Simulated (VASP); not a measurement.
## RuBr2: single point with PBEsol

Crystal: RuBr2.

```
CELL_PARAMETERS angstrom
3.71981 0.00000 0.00000
-1.85991 3.22145 0.00000
0.00000 0.00000 5.69713
ATOMIC_POSITIONS crystal
Ru 0.00000 0.00000 0.00000
Br 0.33333 0.66667 0.22544
Br 0.66667 0.33333 0.77456
```

This cell differs from its parent crystal: volume scaled by 0.980.

* Program: VASP 6.6.1
* Task: single point
* Functional: PBEsol
* Potentials or basis: VASP PAW PBE potentials, release 64 (Ru_pv, Br)
* Cutoff: 520 eV
* k mesh: 10 × 10 × 6
* Occupations: gaussian, width 0.05 eV
* Spin: no spin polarisation
* Dipole correction: no
* Further INCAR settings: ALGO = Normal; EDIFF = 1e-06; NBANDS = 21

```
Pressure               : 0.4 GPa
Largest force          : 0.013 eV/Å
Band gap on the k mesh : 0.79 eV, indirect (least direct gap 0.87 eV)
```

Forces on the atoms (eV/Å):
```
Ru   0.000  0.000  0.000
Br   0.000  0.000  0.013
Br   0.000  0.000 -0.013
```

Stress tensor (GPa, compression positive):
```
0.42 0.00 0.00
0.00 0.42 0.00
0.00 0.00 0.27
```

Levels at points of the mesh, in eV from the valence-band top:
```csv
k point,band 10,band 11,band 12,band 13,band 14,band 15,band 16,band 17,band 18,band 19
"(0.00, 0.00, 0.00)",-2.78,-2.30,-1.44,-1.44,-0.43,1.76,1.76,3.38,4.08,7.87
"(0.50, 0.00, 0.00)",-4.31,-4.27,-1.33,-0.69,-0.55,1.65,1.95,5.32,5.43,7.19
"(0.00, 0.00, 0.50)",-2.90,-2.90,-1.45,-1.45,-0.29,1.99,1.99,4.54,5.54,7.23
"(0.50, 0.00, 0.50)",-4.06,-3.34,-1.39,-0.70,-0.54,1.63,1.82,4.57,4.92,6.88
```

It took 2.2 min on 1 thread of Oxide Virtual Turin-like Processor, on a shared host, peak memory 0.21 GiB.

Caveat: the PAW data sets were made with another functional, which shifts forces and pressure a little; this functional lacks dispersion, which binds the layers, so the pressure and a relaxed spacing across them are unreliable. A k mesh can miss the band edges.
